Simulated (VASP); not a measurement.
Re: single point with PBE

Crystal: Re.

```xyz
2
Lattice="2.7276 0.0000 0.0000 -1.3638 2.3621 0.0000 0.0000 0.0000 4.4151" Properties=species:S:1:pos:R:3 pbc="T T T"
Re    0.0000    1.5748    1.1038
Re    1.3638    0.7874    3.3113
```

| Quantity | Value |
| --- | --- |
| Program | VASP 6.6.1 |
| Task | single point |
| Functional | PBE |
| Potentials or basis | VASP PAW PBE potentials, release 64 (Re) |
| Cutoff | 520 eV |
| k mesh | 10 × 10 × 6 |
| Occupations | fermi-dirac, width 0.05 eV |
| Spin | no spin polarisation |
| Dipole correction | no |
| Further INCAR settings | ALGO = Normal; EDIFF = 1e-06; NBANDS = 14 |

```yaml
Pressure: 19.9 GPa
Band_gap_on_the_k_mesh: zero (band 7 reaches 10.04 eV, above the bottom of band 8 at 6.52 eV)
```

Stress tensor (GPa, compression positive):
```
20.00  0.00  0.00
 0.00 20.00  0.00
 0.00  0.00 19.69
```

Levels at points of the mesh, in eV from the Fermi level:
| k point | band 3 | band 4 | band 5 | band 6 | band 7 | band 8 | band 9 | band 10 | band 11 | band 12 |
| --- | --- | --- | --- | --- | --- | --- | --- | --- | --- | --- |
| (0.00, 0.00, 0.00) | -1.71 | -1.67 | -1.67 | -0.80 | -0.80 | 0.20 | 0.20 | 0.65 | 3.51 | 3.51 |
| (0.50, 0.00, 0.00) | -5.52 | -2.04 | -1.75 | -1.46 | -0.65 | 4.19 | 4.58 | 4.75 | 6.36 | 7.39 |
| (0.00, 0.00, 0.50) | -2.51 | -2.51 | -1.80 | -1.80 | -1.80 | -1.80 | 2.67 | 2.67 | 2.67 | 2.67 |
| (0.50, 0.00, 0.50) | -4.32 | -4.32 | 0.40 | 0.40 | 0.99 | 0.99 | 4.52 | 4.52 | 5.00 | 5.00 |

Wall time 40 s on 1 thread of Intel Xeon 8259CL (shared host), peak memory 0.15 GiB.

Caveat: spin-orbit coupling is left out, which moves the levels of the heavy elements.
